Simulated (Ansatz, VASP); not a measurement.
## One calculation of CuO, two programs

```
Cu O
1.0
     3.71712    0.00000    5.36378
     0.00000    4.01861    0.00000
    -4.91485    0.00000    5.02225
Cu O
8 8
Direct
  0.12507 0.25230 0.87694
  0.62507 0.25230 0.37694
  0.37493 0.74770 0.62306
  0.87493 0.74770 0.12306
  0.37493 0.75230 0.12306
  0.87493 0.75230 0.62306
  0.12507 0.24770 0.37694
  0.62507 0.24770 0.87694
  0.12431 0.47442 0.12723
  0.62431 0.47441 0.62723
  0.37569 0.97442 0.87277
  0.87569 0.97441 0.37277
  0.37569 0.52559 0.37277
  0.87569 0.52558 0.87277
  0.12431 0.02559 0.62723
  0.62431 0.02558 0.12723
```

Alike in both runs: functional PBE; k mesh 3 × 6 × 3; occupations gaussian, width 0.02 eV; collinear spin; Hubbard terms Cu d U = 8.0 eV.

Ansatz relaxed the structure, and its values are those at the end. VASP's run is a single point on that final structure, the one shown.

|  | VASP | Ansatz |
| --- | --- | --- |
| version | VASP 6.6.1 | Ansatz 0.2.0 |
| potentials or method | VASP PAW PBE potentials, release 64 (Cu, O) | scalar-relativistic, plane waves, PAW |
| plane-wave cutoff (eV) | 520 | 420 |
| valence electrons in the cell | 136 | 200 |

|  | VASP | Ansatz | Ansatz less VASP |
| --- | --- | --- | --- |
| gap on the k mesh at the Fermi level (eV) | 2.02 | 1.16 | -0.859 |
| least direct gap on the mesh (eV) | 2.31 | 1.47 | -0.842 |
| pressure (GPa) | -5.6 | 0.0 | +5.61 |
| rms of the force components (eV/Å) | 0.038 | 0.000 | -0.0379 |
| net moment per atom (μB) | 0.00 | 0.00 | 0.000 |
| size of the moment on the site where the two differ most (μB) | 0.70 | 0.60 | -0.101 |

Site moments also hang on the region over which each program counts them. The programs project onto different local orbitals, so the same U acts differently, and such runs can settle in different states. VASP's potentials hold 136 valence electrons a cell and Ansatz's 200, so a difference there can come from the potentials and not from the codes. Ansatz's warnings: end state compared.
